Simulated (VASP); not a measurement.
# C in VASP: a series of runs, part 2 of 2

VASP 6.6.1. Earlier steps stand in the parts before.

## Step 3: Electric field gradients, r2SCAN (equal xy, yz and zx shear strains of +1.5 %)

File POSCAR:

```
C
1.0
    0.0267055883      1.7937253487      1.7937253487
    1.7937253487      0.0267055883      1.7937253487
    1.7937253487      1.7937253487      0.0267055883
C
2
Direct
    0.0000000000      0.0000000000      0.0000000000
    0.2500000000      0.2500000000      0.2500000000
```

File INCAR.step1:

```
PREC = Accurate ; ENCUT = 520
ISMEAR = -1 ; SIGMA = 0.03
LREAL = F ; LASPH = T
NELM = 80 ; NBANDS = 11
GGA = PE ; ALGO = Normal
EDIFF = 1E-4 ; LWAVE = T
LCHARG = F
```

File INCAR.step2:

```
PREC = Accurate ; ENCUT = 520
EDIFF = 1E-8 ; ISMEAR = -1
SIGMA = 0.03 ; LREAL = F
LASPH = T ; NELM = 80
ALGO = Normal ; ISIF = 2
LWAVE = F ; LCHARG = F
METAGGA = R2SCAN ; LMIXTAU = T
LEFG = T ; NBANDS = 11
ISTART = 1
```

File KPOINTS:

```
regular mesh
0
Gamma
  14 14 14
```

Potentials or basis: VASP PAW PBE potentials, release 64 (C).

Run with:

```sh
$ cat potpaw_PBE.64/C/POTCAR > POTCAR
$ cp INCAR.step1 INCAR
$ mpirun -np 1 vasp_std > vasp.out
$ cp INCAR.step2 INCAR
$ mpirun -np 1 vasp_std > vasp.out
```

OUTCAR:

```text
PREC = Accurate
   ENCUT = 520
   EDIFF = 1E-8
   ISMEAR = -1
   LREAL = F
   LASPH = T
   NELM = 80
   ISIF = 2
   METAGGA = R2SCAN
   ISTART = 1

 ion  position               nearest neighbor table
   1  0.000  0.000  0.000-   2 1.53   2 1.53   2 1.53   2 1.56
   2  0.250  0.250  0.250-   1 1.53   1 1.53   1 1.53   1 1.56

  LATTYP: Found a trigonal (rhomboedric) cell.
 ALAT       =     2.5368512849
 COS(alpha) =     0.5148312780

  Lattice vectors:

 A1 = (   0.0267055883,   1.7937253487,   1.7937253487)
 A2 = (   1.7937253487,   0.0267055883,   1.7937253487)
[... 550 lines left out ...]
  free  energy   TOTEN  =       -19.6433869351 eV

  energy  without entropy=      -19.6433869351  energy(sigma->0) =      -19.64338694

 Electric field gradients (V/A^2)
---------------------------------------------------------------------
 ion       V_xx      V_yy      V_zz      V_xy      V_xz      V_yz
---------------------------------------------------------------------
   1      -0.000     0.000     0.000     1.721     1.721     1.721
   2      -0.000     0.000     0.000     1.721     1.721     1.721
---------------------------------------------------------------------

 Electric field gradients after diagonalization (V/A^2)
 (convention: |V_zz| > |V_xx| > |V_yy|)
----------------------------------------------------------------------
 ion       V_xx      V_yy      V_zz     asymmetry (V_yy - V_xx)/ V_zz
----------------------------------------------------------------------
   1      -1.721    -1.721     3.441       0.000
   2      -1.721    -1.721     3.441       0.000
----------------------------------------------------------------------

           NMR quadrupolar parameters

 Cq : quadrupolar parameter    Cq=e*Q*V_zz/h
 eta: asymmetry parameters     (V_yy - V_xx)/ V_zz
 Q  : nuclear electric quadrupole moment in mb (millibarn)
----------------------------------------------------------------------
 ion       Cq(MHz)       eta       Q (mb)
----------------------------------------------------------------------
   1       0.008       0.000       1.000
   2       0.008       0.000       1.000
----------------------------------------------------------------------
```

OUTCAR.step1:

```text
PREC = Accurate
   ENCUT = 520
   ISMEAR = -1
   LREAL = F
   LASPH = T
   NELM = 80
[... 557 lines left out ...]
 -----------------------------------------------------------------------------------
      0.00000      0.00000      0.00000         0.035023      0.035023      0.035023
      0.90354      0.90354      0.90354        -0.035023     -0.035023     -0.035023
 -----------------------------------------------------------------------------------
    total drift:                               -0.000000     -0.000000     -0.000000

  FREE ENERGIE OF THE ION-ELECTRON SYSTEM (eV)
  ---------------------------------------------------
  free  energy   TOTEN  =       -18.1703265176 eV

  energy  without entropy=      -18.1703265176  energy(sigma->0) =      -18.17032652
```

Run time: 64 s. Hardware: 1 thread of Intel Xeon 6975P-C (Granite Rapids), shared host; peak memory 0.14 GiB.

Results:

```yaml
Free_energy: -19.6434 eV
Pressure: 1.3 GPa
Largest_force: 0.036 eV/Å
Band_gap_on_the_k_mesh: 4.31 eV, indirect (least direct gap 5.34 eV)
```

Forces in eV/Å, atoms in the order of the input:
```
C    0.021  0.021  0.021
C   -0.021 -0.021 -0.021
```

Stress tensor (GPa, compression positive):
```
 1.31 -8.73 -8.73
-8.73  1.31 -8.73
-8.73 -8.73  1.31
```

Levels at points of the mesh, in eV from the valence-band top:
| k point | band 1 | band 2 | band 3 | band 4 | band 5 | band 6 | band 7 | band 8 | band 9 |
| --- | --- | --- | --- | --- | --- | --- | --- | --- | --- |
| (0.00, 0.00, 0.00) | -22.78 | -0.02 | 0.00 | 0.00 | 5.34 | 6.08 | 6.08 | 13.99 | 20.47 |
| (0.50, 0.00, 0.00) | -16.69 | -14.12 | -3.10 | -3.03 | 8.43 | 9.10 | 9.20 | 16.73 | 23.20 |
| (0.50, 0.50, 0.00) | -13.72 | -13.54 | -6.84 | -6.54 | 4.70 | 5.31 | 17.92 | 17.93 | 24.61 |
| (0.50, 0.50, 0.50) | -17.13 | -14.08 | -2.79 | -2.79 | 9.02 | 9.02 | 9.74 | 16.78 | 23.28 |

Electric field gradients, principal values (V/Å²):
| atom | least | middle | greatest (by size) |
| --- | --- | --- | --- |
| 1 C | -1.721 | -1.721 | 3.441 |
| 2 C | -1.721 | -1.721 | 3.441 |

Caveat: the cell differs from its parent crystal (equal xy, yz and zx shear strains of +1.5 %); without QUAD_EFG the Cq values of the log hold for a quadrupole moment of 1 mb, not for the nuclei; the PAW data sets were made with another functional, which shifts forces and pressure a little. A k mesh can miss the band edges.

## Step 4: Electric field gradients, r2SCAN (equal xy, yz and zx shear strains of +1.5 %)

POSCAR is that of step 3.

File INCAR.step1:

```
SYSTEM = C
PREC     = Accurate       ! precision mode
ENCUT    = 520            ! plane-wave cutoff, eV
ISMEAR   = -1             ! smearing method
SIGMA    = 0.03           ! smearing width, eV
LREAL    = .FALSE.        ! projectors in reciprocal space
LASPH    = .TRUE.         ! aspherical terms in the spheres
NELM     = 60             ! most SCF steps
NBANDS   = 11             ! bands
GGA      = PE             ! functional
ALGO     = Normal         ! electronic algorithm
EDIFF    = 1E-4           ! SCF threshold, eV
LWAVE    = .TRUE.         ! write WAVECAR
LCHARG   = .FALSE.        ! write CHGCAR
```

File INCAR.step2:

```
SYSTEM = C
PREC     = Accurate       ! precision mode
ENCUT    = 520            ! plane-wave cutoff, eV
EDIFF    = 1E-8           ! SCF threshold, eV
ISMEAR   = -1             ! smearing method
SIGMA    = 0.03           ! smearing width, eV
LREAL    = .FALSE.        ! projectors in reciprocal space
LASPH    = .TRUE.         ! aspherical terms in the spheres
NELM     = 60             ! most SCF steps
ALGO     = Normal         ! electronic algorithm
ISIF     = 2              ! what is computed and relaxed
LWAVE    = .FALSE.        ! write WAVECAR
LCHARG   = .FALSE.        ! write CHGCAR
METAGGA  = R2SCAN         ! meta-GGA
LMIXTAU  = .TRUE.       
LEFG     = .TRUE.       
NBANDS   = 11             ! bands
ISTART   = 1
```

File KPOINTS:

```
regular mesh
0
G
  14 14 14
  0 0 0
```

Potentials or basis: VASP PAW PBE potentials, release 64 (C).

Run with:

```sh
$ cat potpaw_PBE.64/C/POTCAR > POTCAR
$ cp INCAR.step1 INCAR
$ mpirun -np 1 vasp_std > vasp.out
$ cp INCAR.step2 INCAR
$ mpirun -np 1 vasp_std > vasp.out
```

OUTCAR:

```text
SYSTEM = C
   PREC = Accurate
   ENCUT = 520
   EDIFF = 1E-8
   ISMEAR = -1
   LREAL = .FALSE.
   LASPH = .TRUE.
   NELM = 60
   ISIF = 2
   METAGGA = R2SCAN
   ISTART = 1

 ion  position               nearest neighbor table
   1  0.000  0.000  0.000-   2 1.53   2 1.53   2 1.53   2 1.56
   2  0.250  0.250  0.250-   1 1.53   1 1.53   1 1.53   1 1.56

  LATTYP: Found a trigonal (rhomboedric) cell.
 ALAT       =     2.5368512849
 COS(alpha) =     0.5148312780

  Lattice vectors:

 A1 = (   0.0267055883,   1.7937253487,   1.7937253487)
 A2 = (   1.7937253487,   0.0267055883,   1.7937253487)
 A3 = (   1.7937253487,   1.7937253487,   0.0267055883)

Analysis of symmetry for initial positions (statically):
=====================================================================
 Subroutine PRICEL returns:
 Original cell was already a primitive cell.

 Routine SETGRP: Setting up the symmetry group for a
 trigonal (rhombohedral) supercell.

[... 527 lines left out ...]
     0.026705588  1.793725349  1.793725349    -0.285053168  0.280871459  0.280871459
     1.793725349  0.026705588  1.793725349     0.280871459 -0.285053168  0.280871459
     1.793725349  1.793725349  0.026705588     0.280871459  0.280871459 -0.285053168

 POSITION                                       TOTAL-FORCE (eV/Angst)
 -----------------------------------------------------------------------------------
      0.00000      0.00000      0.00000         0.020998      0.020998      0.020998
      0.90354      0.90354      0.90354        -0.020998     -0.020998     -0.020998
 -----------------------------------------------------------------------------------
    total drift:                               -0.000000     -0.000000     -0.000000

  FREE ENERGIE OF THE ION-ELECTRON SYSTEM (eV)
  ---------------------------------------------------
  free  energy   TOTEN  =       -19.6433869351 eV

  energy  without entropy=      -19.6433869351  energy(sigma->0) =      -19.64338694

 Electric field gradients (V/A^2)
---------------------------------------------------------------------
 ion       V_xx      V_yy      V_zz      V_xy      V_xz      V_yz
---------------------------------------------------------------------
   1      -0.000     0.000     0.000     1.721     1.721     1.721
   2      -0.000     0.000     0.000     1.721     1.721     1.721
---------------------------------------------------------------------

 Electric field gradients after diagonalization (V/A^2)
 (convention: |V_zz| > |V_xx| > |V_yy|)
----------------------------------------------------------------------
 ion       V_xx      V_yy      V_zz     asymmetry (V_yy - V_xx)/ V_zz
----------------------------------------------------------------------
   1      -1.721    -1.721     3.441       0.000
   2      -1.721    -1.721     3.441       0.000
----------------------------------------------------------------------

           NMR quadrupolar parameters

 Cq : quadrupolar parameter    Cq=e*Q*V_zz/h
 eta: asymmetry parameters     (V_yy - V_xx)/ V_zz
 Q  : nuclear electric quadrupole moment in mb (millibarn)
----------------------------------------------------------------------
 ion       Cq(MHz)       eta       Q (mb)
----------------------------------------------------------------------
   1       0.008       0.000       1.000
   2       0.008       0.000       1.000
----------------------------------------------------------------------
```

Run time: 63 s. Hardware: 1 thread of Intel Xeon 6975P-C (Granite Rapids), shared host; peak memory 0.14 GiB.

What came out:

* Free energy: -19.6434 eV
* Pressure: 1.3 GPa
* Largest force: 0.036 eV/Å
* Band gap on the k mesh: 4.31 eV, indirect (least direct gap 5.34 eV)

Forces on the atoms (eV/Å):
```
C    0.021  0.021  0.021
C   -0.021 -0.021 -0.021
```

Stress tensor (GPa, compression positive):
```
 1.31 -8.73 -8.73
-8.73  1.31 -8.73
-8.73 -8.73  1.31
```

Electric field gradients, principal values (V/Å²):
| atom | least | middle | greatest (by size) |
| --- | --- | --- | --- |
| 1 C | -1.721 | -1.721 | 3.441 |
| 2 C | -1.721 | -1.721 | 3.441 |

Caveat: the cell differs from its parent crystal (equal xy, yz and zx shear strains of +1.5 %); without QUAD_EFG the Cq values of the log hold for a quadrupole moment of 1 mb, not for the nuclei; the PAW data sets were made with another functional, which shifts forces and pressure a little. A k mesh can miss the band edges.
